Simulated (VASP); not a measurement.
Input of a VASP 6.6.1 run:

The input INCAR:

```
  PREC = Accurate
  ENCUT = 520
  EDIFF = 1E-6
  ISMEAR = 0
  SIGMA = 0.15
  LREAL = F
  LASPH = T
  NELM = 100
  ALGO = Fast
  ISIF = 2
  LWAVE = F
  LCHARG = F
  GGA = PS
  NBANDS = 36
```

KPOINTS

```
Automatic mesh
0
Gamma
  12 12 12
```

POSCAR

```
Sn3Bi
1.0
    0.0000000000      3.7972355071      3.7972355071
    3.7972355071      0.0000000000      3.7972355071
    3.7972355071      3.7972355071      0.0000000000
Sn Bi
3 1
Direct
    0.0000000000      0.0000000000      0.0000000000
    0.2500000000      0.2500000000      0.2500000000
    0.7500000000      0.7500000000      0.7500000000
    0.5000000000      0.5000000000      0.5000000000
```

Potentials or basis: VASP PAW PBE potentials, release 64 (Sn_d, Bi_d).

Command:

```bash
$ cat potpaw_PBE.64/Sn_d/POTCAR potpaw_PBE.64/Bi_d/POTCAR > POTCAR
$ mpirun -np 1 vasp_std > vasp.out
```

**Question.** Predict the pressure.

**Answer.** -0.2 GPa.

Caveat: the PAW data sets were made with another functional, which shifts forces and pressure a little.
